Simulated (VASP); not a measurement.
The system is SnTe.

```xyz
2
Lattice="0.0000 3.6111 3.6111 3.6111 0.0000 3.6111 3.6111 3.6111 0.0000" Properties=species:S:1:pos:R:3 pbc="T T T"
Te    1.8056    1.8056    1.8056
Sn    0.0000    0.0000    0.0000
```

- Program: VASP 6.6.1
- Task: relaxation of cell and atoms
- Functional: RPBE
- Potentials or basis: VASP PAW PBE potentials, release 64 (Te, Sn_d)
- Cutoff: 600 eV
- k mesh: 7 × 7 × 7
- Occupations: fermi-dirac, width 0.05 eV
- Spin: no spin polarisation

At the start: pressure 0.9 GPa; volume 47.09 Å³/atom.

Question: Where does the relaxation end?

Answer: Over 4 steps the energy falls by 5.3 meV/atom and the volume is 48.97 Å³/atom (+4.0 %); space group F-43m (No. 216, to 0.05 Å).

The path:
| step | energy change (eV) | largest force (eV/Å) | pressure (GPa) | volume (Å³) |
| --- | --- | --- | --- | --- |
| 1 | 0.0000 | 0.0000 | 0.94 | 94.18 |
| 2 | -0.0106 | 0.0000 | -0.04 | 98.02 |
| 3 | -0.0106 | 0.0000 | 0.04 | 97.86 |
| 4 | -0.0106 | 0.0000 | -0.01 | 97.94 |

Final structure:
```
Te Sn
1.0
     0.00000    3.65855    3.65855
     3.65855    0.00000    3.65855
     3.65855    3.65855    0.00000
Te Sn
1 1
Direct
  0.25000 0.25000 0.25000
  0.00000 0.00000 0.00000
```

Caveat: the PAW data sets were made with another functional, which shifts forces and pressure a little.
